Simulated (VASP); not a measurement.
# Ni (P6_3/mmc) in VASP: further runs, part 2 of 2

VASP 6.6.1.

## (3) Single point, LDA, collinear spin, antiferromagnetic start

The input, INCAR:

```
PREC = Accurate ; ENCUT = 520
EDIFF = 1E-6 ; ISMEAR = -1
SIGMA = 0.1 ; LREAL = F
LASPH = T ; NELM = 150
ALGO = Normal ; ISIF = 2
LWAVE = F ; LCHARG = F
ISPIN = 2 ; MAGMOM = 1.5 -1.5
LORBIT = 11 ; LMAXMIX = 4
NBANDS = 21
```

The input, KPOINTS:

```
regular mesh
0
Gamma
  13 13 7
```

The input, POSCAR:

```
Ni
1.0
    2.4480230000      0.0000000000      0.0000000000
   -1.2240115000      2.1200501070      0.0000000000
    0.0000000000      0.0000000000      4.0728080000
Ni
2
Direct
    0.3333333333      0.6666666667      0.2500000000
    0.6666666667      0.3333333333      0.7500000000
```

Potentials or basis: VASP PAW LDA potentials, release 64 (Ni).

Command:

```
cat potpaw_LDA.64/Ni/POTCAR > POTCAR
mpirun -np 1 vasp_std > vasp.out
```

OUTCAR:

```text
PREC = Accurate
   ENCUT = 520
   EDIFF = 1E-6
   ISMEAR = -1
   LREAL = F
   LASPH = T
   NELM = 150
   ISIF = 2
   ISPIN = 2
   LORBIT = 11

 ion  position               nearest neighbor table
   1  0.333  0.667  0.250-   2 2.48   2 2.48   2 2.48   2 2.48   2 2.48   2 2.48
   2  0.667  0.333  0.750-   1 2.48   1 2.48   1 2.48   1 2.48   1 2.48   1 2.48

  LATTYP: Found a hexagonal cell.
 ALAT       =     2.4480230000
 C/A-ratio  =     1.6637131269

  Lattice vectors:

 A1 = (   2.4480230000,   0.0000000000,   0.0000000000)
 A2 = (  -1.2240115000,   2.1200501070,   0.0000000000)
 A3 = (   0.0000000000,   0.0000000000,   4.0728080000)

Analysis of symmetry for initial positions (statically):
=====================================================================
 Subroutine PRICEL returns:
 Original cell was already a primitive cell.

 Routine SETGRP: Setting up the symmetry group for a
 hexagonal supercell.

 Subroutine GETGRP returns: Found 24 space group operations
 (whereof 12 operations were pure point group operations)
 out of a pool of 24 trial point group operations.

The static configuration has the point symmetry D_3d.
 The point group associated with its full space group is D_6h.

Analysis of symmetry for dynamics (positions and initial velocities):
=====================================================================
 Subroutine PRICEL returns:
 Original cell was already a primitive cell.

 Routine SETGRP: Setting up the symmetry group for a
 hexagonal supercell.

 Subroutine GETGRP returns: Found 24 space group operations
 (whereof 12 operations were pure point group operations)
 out of a pool of 24 trial point group operations.

The dynamic configuration has the point symmetry D_3d.
 The point group associated with its full space group is D_6h.

Analysis of structural, dynamic, and magnetic symmetry:
=====================================================================
 Subroutine PRICEL returns:
[... 145 lines left out ...]
   NGX =  9   NGY =  9   NGZ = 15

 number of electron      19.9999995 magnetization       0.0000000

 number of electron      19.9999995 magnetization      -0.0000000

 Free energy of the ion-electron system (eV)
  ---------------------------------------------------
  ext. energy  EPLUGINS =         0.00000000
  ---------------------------------------------------
  free energy    TOTEN  =       -13.09174119 eV

  energy without entropy =      -12.90673608  energy(sigma->0) =      -12.99923863

 E-fermi :   9.3354     XC(G=0): -13.7830

 val. band max:        9.3341971999   @ k =   0.3846  -0.0000   0.0000
 cond. band min:       9.3366705461   @ k =   0.4615   0.0769   0.0000
 fundamental gap:      0.0024733462
 Fermi energy:         9.3354458235

 spin component 1

 k-point     1 :       0.0000    0.0000    0.0000
  band No.  band energies     occupation
      1       0.2800      1.00000
      2       4.6707      1.00000
      3       7.2755      1.00000
      4       7.4201      1.00000
      5       7.4201      1.00000
      6       7.6941      1.00000
[... 565 lines left out ...]
     20      37.8036      0.00000
     21      38.7473      0.00000

 [... further k-points ...]

 spin component 2

 k-point     1 :       0.0000    0.0000    0.0000
  band No.  band energies     occupation
      1       0.2800      1.00000
      2       4.6707      1.00000
      3       7.2755      1.00000
      4       7.4201      1.00000
      5       7.4201      1.00000
      6       7.6941      1.00000
[... 565 lines left out ...]
     20      37.8036      0.00000
     21      38.7473      0.00000

 [... further k-points ...]
[... 5 lines left out ...]
  --------------------------------------------------------------------------------------
  -------------------------------------------------------------------------------------
  Total       -1.3763694     -1.3763694     -1.7162679     -0.0000000     -0.0000000      0.0000000
  in kB     -104.3253973   -104.3253973   -130.0888570     -0.0000000     -0.0000000      0.0000000
  external PRESSURE =    -112.9132172 kB  Pullay stress =       0.0000000 kB

 VOLUME and BASIS-vectors are now :
 -----------------------------------------------------------------------------
  energy-cutoff  :      520.00
  volume of cell :       21.14
      direct lattice vectors                 reciprocal lattice vectors
     2.448023000  0.000000000  0.000000000     0.408492894  0.235843482  0.000000000
    -1.224011500  2.120050107  0.000000000     0.000000000  0.471686965  0.000000000
     0.000000000  0.000000000  4.072808000     0.000000000  0.000000000  0.245530848

 POSITION                                       TOTAL-FORCE (eV/Angst)
 -----------------------------------------------------------------------------------
     -0.00000      1.41337      1.01820         0.000000      0.000000      0.000000
      1.22401      0.70668      3.05461        -0.000000     -0.000000      0.000000
 -----------------------------------------------------------------------------------
    total drift:                               -0.000000      0.000000     -0.000000

  FREE ENERGIE OF THE ION-ELECTRON SYSTEM (eV)
  ---------------------------------------------------
  free  energy   TOTEN  =       -13.0917411877 eV

  energy  without entropy=      -12.9067360783  energy(sigma->0) =      -12.99923863

 total charge

# of ion       s       p       d       tot
------------------------------------------
    1        0.508   0.518   8.350   9.376
    2        0.508   0.518   8.350   9.376
--------------------------------------------------
tot          1.017   1.036  16.699  18.752

 magnetization (x)

# of ion       s       p       d       tot
------------------------------------------
    1       -0.000   0.000   0.000   0.000
    2        0.000  -0.000  -0.000  -0.000
--------------------------------------------------
tot          0.000   0.000   0.000   0.000
```

OSZICAR:

```text
N       E                     dE             d eps       ncg     rms          rms(c)
DAV:   1     0.955209123841E+02    0.95521E+02   -0.92340E+03  7618   0.142E+03
DAV:   2    -0.932963115289E+01   -0.10485E+03   -0.96785E+02  7166   0.236E+02
DAV:   3    -0.150278023610E+02   -0.56982E+01   -0.55128E+01  8122   0.633E+01
DAV:   4    -0.150979486202E+02   -0.70146E-01   -0.70097E-01  8063   0.666E+00
DAV:   5    -0.150998586128E+02   -0.19100E-02   -0.19099E-02  8267   0.110E+00    0.158E+01
DAV:   6    -0.137794708026E+02    0.13204E+01   -0.82555E+00  8298   0.610E+01    0.874E+00
DAV:   7    -0.131084299601E+02    0.67104E+00   -0.19384E+00  8197   0.260E+01    0.284E+00
DAV:   8    -0.130923703219E+02    0.16060E-01   -0.10060E-01 11121   0.448E+00    0.106E+00
DAV:   9    -0.130910458519E+02    0.13245E-02   -0.13787E-02 11297   0.158E+00    0.467E-01
DAV:  10    -0.130914510567E+02   -0.40520E-03   -0.16204E-02 10724   0.192E+00    0.183E-01
DAV:  11    -0.130916098760E+02   -0.15882E-03   -0.77523E-04 10446   0.266E-01    0.139E-01
DAV:  12    -0.130917245182E+02   -0.11464E-03   -0.20038E-03 11382   0.611E-01    0.440E-02
DAV:  13    -0.130917427536E+02   -0.18235E-04   -0.20114E-04 11329   0.186E-01    0.142E-02
DAV:  14    -0.130917414809E+02    0.12727E-05   -0.16688E-05  9458   0.587E-02    0.758E-03
DAV:  15    -0.130917411877E+02    0.29322E-06   -0.73715E-06  4252   0.378E-02
   1 F= -.13091741E+02 E0= -.12999239E+02  d E =-.185005E+00  mag=     0.0000
```

stdout:

```text
POSCAR found type information on POSCAR Ni
 POSCAR found :  1 types and       2 ions
 scaLAPACK will be used
 LDA part: xc-table for (Slater(with rela. corr.)+CA(PZ))
 , standard interpolation
 POSCAR, INCAR and KPOINTS ok, starting setup
 FFT: planning ... GRIDC
 FFT: planning ... GRID_SOFT
 FFT: planning ... GRID
 WAVECAR not read
 entering main loop
```

Run time: 86 s. Hardware: 1 thread of AMD EPYC 7R43 (Zen 3), shared host; peak memory 0.13 GiB.

Results:

| Property | Result |
| --- | --- |
| Free energy | -13.0917 eV |
| Pressure | -11.3 GPa |
| Band gap on the k mesh | zero (filled and empty bands overlap) |
| Net moment | 0.00 μB per cell |
| Valence electrons inside the program's atomic spheres | Ni 9.38 |

Caveat: the starting moments collapsed, and a magnetic state may lie lower.
